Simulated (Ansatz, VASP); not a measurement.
## One calculation of Cu, two programs

```xyz
8
Lattice="3.6150 0.0000 3.6150 0.0000 -3.6150 3.6150 3.6150 -3.6150 0.0000" Properties=species:S:1:pos:R:3 pbc="T T T"
Cu    1.8075   -1.8075   -0.4200
Cu    1.8075   -3.6150    1.8075
Cu    3.6150   -1.8075    1.8075
Cu    3.6150   -3.6150    3.6150
Cu    0.0000    0.0000    0.0000
Cu    0.0000   -1.8075    1.8075
Cu    1.8075    0.0000    1.8075
Cu    1.8075   -1.8075    3.6150
```

Alike in both runs: task single point; functional PBEsol; k mesh 12 × 12 × 12; occupations gaussian, width 0.15 eV; no spin polarisation.

|  | VASP | Ansatz |
| --- | --- | --- |
| version | VASP 6.6.1 | Ansatz 0.2.0 |
| potentials or method | VASP PAW PBE potentials, release 64 (Cu), cutoff 520 eV | scalar-relativistic, plane waves, PAW |
| valence electrons in the cell | 88 | 152 |

```csv
,VASP,Ansatz,Ansatz less VASP
gap on the k mesh at the Fermi level (eV),none,none,-
pressure (GPa),-2.1,-2.7,-0.62
"traceless stress, the component that is largest in VASP (GPa)",-0.45,-0.45,-0.003
rms of the force components (eV/Å),0.806,0.802,-0.0042
```

VASP's potentials were made for PBE, not for PBEsol. Atom by atom the forces differ by 0.004 eV/Å (rms over components). A gap of «none» marks a metal or a gap that the smearing closes. With one functional, cell and mesh, what is left measures potentials, basis and numerics. VASP's potentials hold 88 valence electrons a cell and Ansatz's 152, so a difference there can come from the potentials and not from the codes.
